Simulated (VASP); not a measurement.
Runs of VASP 6.6.1 on PbO (CsCl type). The structure is that of space group Pm-3m (No. 221), or close to it. The cells are those of the table. 

```csv
task,cell,cutoff (eV),gap on the mesh (eV),pressure (GPa)
single point,"a = 3.179 Å, 2 atoms",520,0.66,0.2
single point,"a = 2.894 Å, 2 atoms",520,0.46,(a)
relaxation of cell and atoms,"relaxed to 58 GPa from a = 2.854 Å, 2 atoms",600,0.47,57.9
single point,"a = 2.895 Å, 2 atoms",520,0.46,58.9
relaxation of cell and atoms,"relaxed from a = 3.271 Å, 2 atoms",600,0.66,0.0
```

Alike in all rows: level r2SCAN; potentials or basis VASP PAW PBE potentials, release 64 (Pb_d, O); no spin polarisation; k mesh 13 × 13 × 13; smearing fermi-dirac 0.08 eV.

Task: Estimate the missing entries.

Result: (a) 59.2.

Caveats: the PAW data sets were made with another functional, which shifts forces and pressure a little; spin-orbit coupling is left out, which moves the levels of the heavy elements; the cell is relaxed towards a set pressure, so the enthalpy falls and the energy may rise (some runs).

A k mesh can miss the band edges, and the runs leave out spin-orbit coupling on Pb.
